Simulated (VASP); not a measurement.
Runs of VASP 6.6.1 on W. The structure is that of space group R-3m (No. 166), or close to it. The cells are those of the table. 

```tsv
cell	further INCAR settings	gap on the mesh (eV)	pressure (GPa)
a = 2.808 Å, angles 111.2°, 1 atom	ALGO = Fast; EDIFF = 1e-07; NBANDS = 13	none	-3.6
a = 2.699 Å, angles 111.3°, 1 atom	ALGO = Fast; EDIFF = 1e-06; NBANDS = 13	none	46.0
a = 2.781 Å, angles 111.3°, 1 atom	ALGO = Fast; EDIFF = 1e-06; NBANDS = 13	none	(a)
a = 2.681 Å, angles 107.5°, 1 atom	ALGO = Fast; EDIFF = 1e-06; NBANDS = 13	none	(b)
a = 2.573 Å, angles 107.4°, 1 atom	ALGO = Fast; EDIFF = 1e-06; NBANDS = 13	none	44.6
a = 2.654 Å, angles 107.5°, 1 atom	ALGO = Fast; EDIFF = 1e-06; NBANDS = 13	none	5.4
```

Alike in all rows: task single point; level LDA; potentials or basis VASP PAW LDA potentials, release 64 (W_sv); no spin polarisation; k mesh 20 × 20 × 20; cutoff (eV) 520; smearing gaussian 0.15 eV.

**Question.** Estimate the missing entries.

**Answer.** (a) 6.5; (b) -4.5.

Caveats: spin-orbit coupling is left out, which moves the levels of the heavy elements; the cell stands under pressure (at least some runs); the cell stands under tension (at least some runs).

A k mesh can miss the band edges, and the runs leave out spin-orbit coupling on W.

A gap of «none» marks levels without a gap at the run's occupations.
